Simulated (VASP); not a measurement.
Write the native input for VASP 6.6.1 that does the following.

```
Task                   : single point
Functional             : PBE
Potentials or basis    : VASP PAW PBE potentials, release 64 (B, N)
Cutoff                 : 520 eV
k mesh                 : 12 × 12 × 12
Occupations            : gaussian, width 0.05 eV
Spin                   : no spin polarisation
Dipole correction      : no
Further INCAR settings : ALGO = Normal; EDIFF = 1e-07; NBANDS = 11
```

The structure of BN lies in POSCAR:

```
BN
1.0
    0.0000000000      1.9580410800      1.6679609200
    1.9580410800      0.0000000000      1.6679609200
    1.9580410800      1.9580410800      0.0000000000
B N
1 1
Direct
    0.0000000000      0.0000000000      0.0000000000
    0.7500000000      0.7500000000      0.7500000000
```

This cell differs from its parent crystal: strain +0.080 along x and y, -0.080 along z.

These files were run (other wordings do the same):

INCAR

```
SYSTEM = BN
PREC     = Accurate       ! precision mode
ENCUT    = 520            ! plane-wave cutoff, eV
EDIFF    = 1E-7           ! SCF threshold, eV
ISMEAR   = 0              ! smearing method
SIGMA    = 0.05           ! smearing width, eV
LREAL    = .False.        ! projectors in reciprocal space
LASPH    = .True.         ! aspherical terms in the spheres
NELM     = 60             ! most SCF steps
ALGO     = Normal         ! electronic algorithm
ISIF     = 2              ! what is computed and relaxed
LWAVE    = .False.        ! write WAVECAR
LCHARG   = .False.        ! write CHGCAR
GGA      = PE             ! functional
NBANDS   = 11             ! bands
```

KPOINTS

```
regular mesh
0
Gamma
  12 12 12
  0 0 0
```

Potentials or basis: VASP PAW PBE potentials, release 64 (B, N).

Launch:

```console
$ cat potpaw_PBE.64/B/POTCAR potpaw_PBE.64/N/POTCAR > POTCAR
$ mpirun -np 1 vasp_std > vasp.out
```

Results of the run:

```
Pressure               : -23.7 GPa
Band gap on the k mesh : 2.20 eV, indirect (least direct gap 7.14 eV)
```

Caveat: the cell differs from its parent crystal (strain +0.080 along x and y, -0.080 along z).

Wall time 19 s on 1 thread of Intel(R) Xeon(R) Platinum 8259CL CPU @ 2.50GHz (Skylake/Cascade Lake), on a shared host, peak memory 0.14 GiB.
